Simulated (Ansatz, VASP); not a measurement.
**Two plane-wave programs on LaNb2N2**

File INCAR:

```
SYSTEM = LaNb2N2
  ALGO = Normal
  EDIFF = 1E-6
  EDIFFG = -0.04
  ENCUT = 600
  GGA = PE
  IBRION = 2
  ISIF = 3
  ISMEAR = 0
  LASPH = .True.
  LCHARG = .False.
  LREAL = .False.
  LWAVE = .False.
  NELM = 80
  NSW = 90
  PREC = Accurate
  SIGMA = 0.1
```

Contents of KPOINTS:

```
k-points
0
Gamma
  6 6 4
  0 0 0
```

The input POSCAR:

```
LaNb2N2
1.0
    4.0210742300      0.0000000000      0.0000000000
   -2.0105371200      3.4823524300      0.0000000000
    0.0000000000      0.0000000000      6.6778667100
La Nb N
1 2 2
Direct
    0.0000000000      0.0000000000      0.0000000000
    0.3333333300      0.6666666700      0.6319038900
    0.6666666700      0.3333333300      0.3680961100
    0.3333333300      0.6666666700      0.2520079600
    0.6666666700      0.3333333300      0.7479920400
```

Input for Ansatz:

```yaml
crystal:
  lattice:
    - [4.02107423, 0.0, 0.0]
    - [-2.01053712, 3.48235243, 0.0]
    - [0.0, 0.0, 6.67786671]
  atoms:
    - { symbol: La, position: [0.0, 0.0, 0.0] }
    - { symbol: Nb, position: [0.33333333, 0.66666667, 0.63190389] }
    - { symbol: Nb, position: [0.66666667, 0.33333333, 0.36809611] }
    - { symbol: "N", position: [0.33333333, 0.66666667, 0.25200796] }
    - { symbol: "N", position: [0.66666667, 0.33333333, 0.74799204] }
basis:
  ecutwfc: 420
kpoints:
  mp_grid: { grid: [6, 6, 4] }
hamiltonian:
  xc: pbe
scf:
  occupations: { method: gaussian, width: 0.1 }
  lower_state_search: "off"
output:
  forces: true
  stress: true
  eigenvalues: true
relax:
  adjacent_minimum: "off"
  f_tol: 0.04
  max_steps: 70
  cell: { stress_tol: 0.4 }
```

Change from the starting cell: species swapped into the SrCd2Sb2 type (P-3m1, No. 164).

Alike in both runs: task relaxation of cell and atoms; functional PBE; k mesh 6 × 6 × 4; occupations gaussian, width 0.1 eV; no spin polarisation.

```csv
,VASP,Ansatz
version,VASP 6.6.1,Ansatz 0.2.0
potentials or method,"VASP PAW PBE potentials, release 64 (La, Nb_sv, N), cutoff 600 eV","scalar-relativistic, plane waves, PAW"
valence electrons in the cell,47,47
```

|  | VASP | Ansatz | Ansatz less VASP |
| --- | --- | --- | --- |
| gap on the k mesh at the Fermi level, each at its own relaxed structure (eV) | none | none | - |
| relaxed volume (Å³/atom) | 15.26 | 15.32 | +0.053 |
| relaxed length of the cell vector where the two differ most in proportion (Å) | 6.748 | 6.775 | +0.0263 |

A gap of «none» marks a metal or a gap that the smearing closes.

Neither program's run includes spin-orbit coupling. Noted on VASP's run: the volume moved by over 15 % at a fixed basis, so the end points are rough.
